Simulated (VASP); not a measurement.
MgS (Niningerite):

```
S Mg
1.0
     0.00000    2.60165    2.60165
     2.60165    0.00000    2.60165
     2.60165    2.60165    0.00000
S Mg
1 1
Direct
  0.50000 0.50000 0.50000
  0.00000 0.00000 0.00000
```

| Quantity | Value |
| --- | --- |
| Program | VASP 6.6.1 |
| Task | relaxation of cell and atoms |
| Functional | BLYP |
| Potentials or basis | VASP PAW PBE potentials, release 64 (S, Mg) |
| Cutoff | 600 eV |
| k mesh | 9 × 9 × 9 |
| Occupations | fermi-dirac, width 0.05 eV |
| Spin | no spin polarisation |

At the start: pressure 3.5 GPa; volume 17.61 Å³/atom.

Question: How do energy, volume and symmetry change on relaxing?

Answer: Over 3 steps the energy falls by 8.8 meV/atom and the volume is 18.44 Å³/atom (+4.7 %); space group Fm-3m (No. 225, to 0.05 Å).

Step by step:
| step | energy change (eV) | largest force (eV/Å) | pressure (GPa) | volume (Å³) |
| --- | --- | --- | --- | --- |
| 1 | 0.0000 | 0.0000 | 3.51 | 35.22 |
| 2 | -0.0169 | 0.0000 | -0.63 | 37.22 |
| 3 | -0.0176 | 0.0000 | 0.01 | 36.88 |

Final structure:
```cif
data_structure
_symmetry_space_group_name_H-M 'P 1'
_symmetry_Int_Tables_number 1
_cell_length_a 3.7363
_cell_length_b 3.7363
_cell_length_c 3.7363
_cell_angle_alpha 60.000
_cell_angle_beta 60.000
_cell_angle_gamma 60.000
_cell_volume 36.88
loop_
_atom_site_label
_atom_site_type_symbol
_atom_site_fract_x
_atom_site_fract_y
_atom_site_fract_z
_atom_site_occupancy
S1 S 0.50000 0.50000 0.50000 1
Mg1 Mg 0.00000 0.00000 0.00000 1
```

Caveat: the PAW data sets were made with another functional, which shifts forces and pressure a little.
